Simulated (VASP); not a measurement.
# V2O3 (R-3c) in VASP: relaxation of cell and atoms with PBE

Aim: the relaxation of cell and atoms of V2O3 with PBE.

All numbers are computed with VASP 6.6.1; they aren't measurements. Logs are shortened: lines on timing, memory, paths and dates and some standing lists are left out, and cuts for length are marked.

### Step 1. The cell of the first run

Symmetry: R-3c, No. 167, trigonal system. The conventional cell has a = 4.942 Å, b = 4.942 Å, c = 14.016 Å, α = 90.00°, β = 90.00°, γ = 120.00°. V (site symmetry 3) has 6 O at 1.95 to 2.08 Å within 2.6 Å. O (site symmetry 2) has 4 V at 1.95 to 2.08 Å within 2.6 Å.

### Step 2. Relaxation of cell and atoms, PBE, collinear spin, ferromagnetic start

Input file INCAR:

```
ALGO = Normal
EDIFF = 1E-7
EDIFFG = -0.03
ENCUT = 600
GGA = PE
GGA_COMPAT = F
IBRION = 2
ISIF = 3
ISMEAR = 0
ISPIN = 2
KPAR = 4
LASPH = T
LCHARG = F
LMAXMIX = 4
LORBIT = 11
LREAL = F
LWAVE = F
MAGMOM = 2 2 2 2 0 0 0 0 0 0
NELM = 200
NELMIN = 4
NSW = 80
PREC = Accurate
SIGMA = 0.05
```

Input file KPOINTS:

```
k-points
0
Gamma
  6 6 6
```

Input file POSCAR:

```
V2O3
1.0
    2.4712000000      1.4267479852      4.6720333333
   -2.4712000000      1.4267479852      4.6720333333
    0.0000000000     -2.8534959704      4.6720333333
V O
4 6
Direct
    0.3467000000      0.3467000000      0.3467000000
    0.1533000000      0.1533000000      0.1533000000
    0.6533000000      0.6533000000      0.6533000000
    0.8467000000      0.8467000000      0.8467000000
    0.5698000000      0.9302000000      0.2500000000
    0.2500000000      0.5698000000      0.9302000000
    0.9302000000      0.2500000000      0.5698000000
    0.4302000000      0.0698000000      0.7500000000
    0.7500000000      0.4302000000      0.0698000000
    0.0698000000      0.7500000000      0.4302000000
```

Potentials or basis: VASP PAW PBE potentials, release 64 (V_sv, O).

The run is started by

```sh
cat potpaw_PBE.64/V_sv/POTCAR potpaw_PBE.64/O/POTCAR > POTCAR
mpirun -np 4 vasp_std > vasp.out
```

OUTCAR:

```text
EDIFF = 1E-7
   EDIFFG = -0.03
   ENCUT = 600
   GGA = PE
   IBRION = 2
   ISIF = 3
   ISMEAR = 0
   ISPIN = 2
   LASPH = T
   LORBIT = 11
   LREAL = F
   NELM = 200
   NELMIN = 4
   NSW = 80
   PREC = Accurate

 ion  position               nearest neighbor table
   1  0.347  0.347  0.347-   9 1.95   8 1.95  10 1.95   7 2.08   6 2.08   5 2.08   2 2.71   3 2.88
                             3 2.88   3 2.88
   2  0.153  0.153  0.153-  10 1.95   8 1.95   9 1.95   7 2.08   6 2.08   5 2.08   1 2.71   4 2.88
                             4 2.88   4 2.88
   3  0.653  0.653  0.653-   6 1.95   5 1.95   7 1.95   9 2.08  10 2.08   8 2.08   4 2.71   1 2.88
                             1 2.88   1 2.88
   4  0.847  0.847  0.847-   7 1.95   5 1.95   6 1.95   9 2.08  10 2.08   8 2.08   3 2.71   2 2.88
                             2 2.88   2 2.88
   5  0.570  0.930  0.250-   3 1.95   4 1.95   1 2.08   2 2.08
   6  0.250  0.570  0.930-   3 1.95   4 1.95   1 2.08   2 2.08
   7  0.930  0.250  0.570-   4 1.95   3 1.95   1 2.08   2 2.08
   8  0.430  0.070  0.750-   1 1.95   2 1.95   3 2.08   4 2.08
   9  0.750  0.430  0.070-   1 1.95   2 1.95   3 2.08   4 2.08
  10  0.070  0.750  0.430-   2 1.95   1 1.95   3 2.08   4 2.08

  LATTYP: Found a trigonal (rhomboedric) cell.
 ALAT       =     5.4745168482
 COS(alpha) =     0.5924750593

  Lattice vectors:

 A1 = (   2.4712000000,   1.4267479852,   4.6720333333)
 A2 = (  -2.4712000000,   1.4267479852,   4.6720333333)
 A3 = (   0.0000000000,  -2.8534959704,   4.6720333333)

Analysis of symmetry for initial positions (statically):
=====================================================================
 Subroutine PRICEL returns:
 Original cell was already a primitive cell.

 Routine SETGRP: Setting up the symmetry group for a
 trigonal (rhombohedral) supercell.

 Subroutine GETGRP returns: Found 12 space group operations
 (whereof  6 operations were pure point group operations)
 out of a pool of 12 trial point group operations.

The static configuration has the point symmetry S_6 .
 The point group associated with its full space group is D_3d.

Analysis of symmetry for dynamics (positions and initial velocities):
=====================================================================
 Subroutine PRICEL returns:
 Original cell was already a primitive cell.

 Routine SETGRP: Setting up the symmetry group for a
 trigonal (rhombohedral) supercell.

 Subroutine GETGRP returns: Found 12 space group operations
 (whereof  6 operations were pure point group operations)
 out of a pool of 12 trial point group operations.

The dynamic configuration has the point symmetry S_6 .
 The point group associated with its full space group is D_3d.

Analysis of structural, dynamic, and magnetic symmetry:
[... 157 lines left out ...]
   LEPSILON=     F    determine dielectric tensor
   LRPA    =     F    only Hartree local field effects (RPA)
 conjugate gradient relaxation of ions
 spin polarized calculation
 Gauss-broadening in eV      SIGMA  =   0.05
  energy-cutoff  :      600.00
  volume of cell :       98.84
 maximum number of plane-waves:      3317
 NGX is ok and might be reduce to    48
   NGX = 21   NGY = 21   NGZ = 21

--------------------------------------- Ionic step        1  -------------------------------------------

 number of electron      87.9999994 magnetization       4.7011762

 Free energy of the ion-electron system (eV)
  ---------------------------------------------------
  ext. energy  EPLUGINS =         0.00000000
  ---------------------------------------------------
  free energy    TOTEN  =       -88.33973822 eV

  energy without entropy =      -88.33608003  energy(sigma->0) =      -88.33790912

------------------------ aborting loop because EDIFF is reached ----------------------------------------

  FORCE on cell =-STRESS in cart. coord.  units (eV):
  Direction    XX          YY          ZZ          XY          YZ          ZX
  --------------------------------------------------------------------------------------
  -------------------------------------------------------------------------------------
  Total       -0.8990763     -0.8990763      0.2525201      0.0000000      0.0000000     -0.0000000
  in kB      -14.5745374    -14.5745374      4.0934950      0.0000000      0.0000000     -0.0000000
  external PRESSURE =      -8.3518599 kB  Pullay stress =       0.0000000 kB
[... 339 lines left out ...]
--------------------------------------- Ionic step        9  -------------------------------------------

 number of electron      88.0000009 magnetization       4.4723950

 Free energy of the ion-electron system (eV)
  ---------------------------------------------------
  ext. energy  EPLUGINS =         0.00000000
  ---------------------------------------------------
  free energy    TOTEN  =       -88.55096925 eV

  energy without entropy =      -88.54956800  energy(sigma->0) =      -88.55026862

 E-fermi :   8.2650     XC(G=0): -12.1619

 val. band max:        8.2524582521   @ k =   0.5000   0.3333   0.3333
 cond. band min:       8.2709195296   @ k =  -0.1667   0.1667   0.1667
 fundamental gap:      0.0184612775
 Fermi energy:         8.2650319684

 spin component 1

 k-point     1 :       0.0000    0.0000    0.0000
  band No.  band energies     occupation
      1     -57.5071      1.00000
      2     -57.4551      1.00000
      3     -57.4481      1.00000
      4     -57.4040      1.00000
      5     -31.5572      1.00000
      6     -31.5572      1.00000
[... 1405 lines left out ...]
     55      10.4697      0.00000
     56      10.8770      0.00000

 [... further k-points ...]

 spin component 2

 k-point     1 :       0.0000    0.0000    0.0000
  band No.  band energies     occupation
      1     -56.4345      1.00000
      2     -56.3798      1.00000
      3     -56.3743      1.00000
      4     -56.3281      1.00000
      5     -30.6634      1.00000
      6     -30.5237      1.00000
[... 1444 lines left out ...]
  FREE ENERGIE OF THE ION-ELECTRON SYSTEM (eV)
  ---------------------------------------------------
  free  energy   TOTEN  =       -88.5509692455 eV

  energy  without entropy=      -88.5495679957  energy(sigma->0) =      -88.55026862

 reached required accuracy - stopping structural energy minimisation

 total charge

# of ion       s       p       d       tot
------------------------------------------
    1        2.236   6.259   3.042  11.537
    2        2.236   6.259   3.042  11.537
    3        2.236   6.259   3.042  11.537
    4        2.236   6.259   3.042  11.537
    5        1.557   3.497   0.000   5.054
    6        1.557   3.497   0.000   5.054
    7        1.557   3.497   0.000   5.054
    8        1.557   3.497   0.000   5.054
    9        1.557   3.497   0.000   5.054
   10        1.557   3.497   0.000   5.054
--------------------------------------------------
tot         18.286  46.020  12.167  76.474

 magnetization (x)

# of ion       s       p       d       tot
------------------------------------------
    1        0.010   0.012   1.033   1.055
    2        0.010   0.012   1.033   1.055
    3        0.010   0.012   1.033   1.055
    4        0.010   0.012   1.033   1.055
    5       -0.001  -0.012   0.000  -0.013
    6       -0.001  -0.012   0.000  -0.013
    7       -0.001  -0.012   0.000  -0.013
    8       -0.001  -0.012   0.000  -0.013
    9       -0.001  -0.012   0.000  -0.013
   10       -0.001  -0.012   0.000  -0.013
--------------------------------------------------
tot          0.033  -0.020   4.131   4.144
```

CONTCAR:

```text
V2O3
   1.00000000000000
     2.4274789438037727    1.4015056216369781    4.7801732263625052
    -2.4274789438037727    1.4015056216369781    4.7801732263625052
    -0.0000000000000000   -2.8030112432739562    4.7801732263625052
  V               O
     4     6
Direct
     0.3403308331408422    0.3403308331408422    0.3403308331408422
     0.1596691668591579    0.1596691668591579    0.1596691668591579
     0.6596691668591578    0.6596691668591578    0.6596691668591578
     0.8403308331408422    0.8403308331408422    0.8403308331408422
     0.5747113720512250    0.9252886279487750    0.2500000000000000
     0.2500000000000001    0.5747113720512250    0.9252886279487750
     0.9252886279487750    0.2499999999999999    0.5747113720512250
     0.4252886279487750    0.0747113720512250    0.7500000000000000
     0.7500000000000000    0.4252886279487750    0.0747113720512251
     0.0747113720512250    0.7500000000000000    0.4252886279487750

  0.00000000E+00  0.00000000E+00  0.00000000E+00
  0.00000000E+00  0.00000000E+00  0.00000000E+00
  0.00000000E+00  0.00000000E+00  0.00000000E+00
  0.00000000E+00  0.00000000E+00  0.00000000E+00
  0.00000000E+00  0.00000000E+00  0.00000000E+00
  0.00000000E+00  0.00000000E+00  0.00000000E+00
  0.00000000E+00  0.00000000E+00  0.00000000E+00
  0.00000000E+00  0.00000000E+00  0.00000000E+00
  0.00000000E+00  0.00000000E+00  0.00000000E+00
  0.00000000E+00  0.00000000E+00  0.00000000E+00
```

Run time: 9.6 min. Hardware: 4 MPI ranks of Intel Xeon 6975P-C (Granite Rapids), shared host; peak memory 0.62 GiB.

Results:

```yaml
Free_energy: -88.5510 eV
Relaxed_volume: 9.76 Å³/atom
Relaxed_cell: a = 5.541 Å, b = 5.541 Å, c = 5.541 Å, α = 51.96°, β = 51.96°, γ = 51.96°
Space_group_after_relaxing_to_0.1_Å: R-3c (No. 167)
Energy_gained_by_relaxing: 21.1 meV/atom
Ionic_steps: 9
Pressure_after_relaxing: -0.2 GPa
Largest_force_after_relaxing: 0.021 eV/Å
Net_moment: 4.47 μB per cell
Site_moments: V +1.05; O -0.01 μB
Valence_electrons_inside_the_program's_atomic_spheres: V 11.54; O 5.05
```

Forces in eV/Å, atoms in the order of the input:
```
V    0.000  0.000 -0.003
V    0.000  0.000  0.003
V    0.000  0.000  0.003
V    0.000  0.000 -0.003
O   -0.021  0.000  0.000
O    0.010 -0.018  0.000
O    0.010  0.018  0.000
O    0.021  0.000  0.000
O   -0.010  0.018  0.000
O   -0.010 -0.018  0.000
```

Stress tensor (GPa, compression positive):
```
-0.10  0.00  0.00
 0.00 -0.10  0.00
 0.00  0.00 -0.29
```

Step by step:
```tsv
step	energy change (eV)	largest force (eV/Å)	pressure (GPa)	volume (Å³)
1	0.0000	0.9698	-0.84	98.84
2	-0.1369	0.3841	0.12	98.10
3	-0.1614	0.2942	1.22	97.64
4	-0.1984	0.1415	-1.87	98.51
5	-0.1985	0.1462	-2.02	98.55
6	-0.2080	0.0332	1.31	96.92
7	-0.2110	0.0549	0.19	97.45
8	-0.2110	0.0529	0.23	97.43
9	-0.2112	0.0209	-0.17	97.58
```

Final structure:
```cif
data_structure
_symmetry_space_group_name_H-M 'P 1'
_symmetry_Int_Tables_number 1
_cell_length_a 5.5414
_cell_length_b 5.5414
_cell_length_c 5.5414
_cell_angle_alpha 51.961
_cell_angle_beta 51.961
_cell_angle_gamma 51.961
_cell_volume 97.58
loop_
_atom_site_label
_atom_site_type_symbol
_atom_site_fract_x
_atom_site_fract_y
_atom_site_fract_z
_atom_site_occupancy
V1 V 0.34033 0.34033 0.34033 1
V2 V 0.15967 0.15967 0.15967 1
V3 V 0.65967 0.65967 0.65967 1
V4 V 0.84033 0.84033 0.84033 1
O1 O 0.57471 0.92529 0.25000 1
O2 O 0.25000 0.57471 0.92529 1
O3 O 0.92529 0.25000 0.57471 1
O4 O 0.42529 0.07471 0.75000 1
O5 O 0.75000 0.42529 0.07471 1
O6 O 0.07471 0.75000 0.42529 1
```

Levels at points of the mesh, in eV from the Fermi level:
Spin up:
```csv
k point,band 42,band 43,band 44,band 45,band 46,band 47,band 48,band 49,band 50,band 51
"(0.00, 0.00, 0.00)",-0.99,-0.99,-0.73,-0.73,-0.61,-0.61,0.16,0.66,0.66,1.20
"(0.50, 0.00, 0.00)",-1.30,-0.48,-0.48,-0.39,-0.39,0.21,0.21,0.43,0.43,1.27
"(0.50, 0.50, 0.00)",-1.44,-1.05,-0.83,-0.54,-0.16,0.12,0.22,0.69,0.70,0.86
"(0.50, 0.50, 0.50)",-0.64,-0.64,-0.64,-0.02,-0.02,0.17,0.17,0.17,0.17,0.78
```
Spin down:
```csv
k point,band 40,band 41,band 42,band 43,band 44,band 45
"(0.00, 0.00, 0.00)",-3.27,-1.03,0.36,0.36,0.67,0.67
"(0.50, 0.00, 0.00)",-3.63,-0.51,-0.51,0.65,0.65,0.84
"(0.50, 0.50, 0.00)",-3.53,-0.74,-0.53,0.18,0.41,0.80
"(0.50, 0.50, 0.50)",-3.99,0.45,0.45,0.85,0.85,0.85
```

Caveat: semilocal functionals often make such compounds metallic where correlation or magnetic order opens a gap, which also shifts bond lengths.
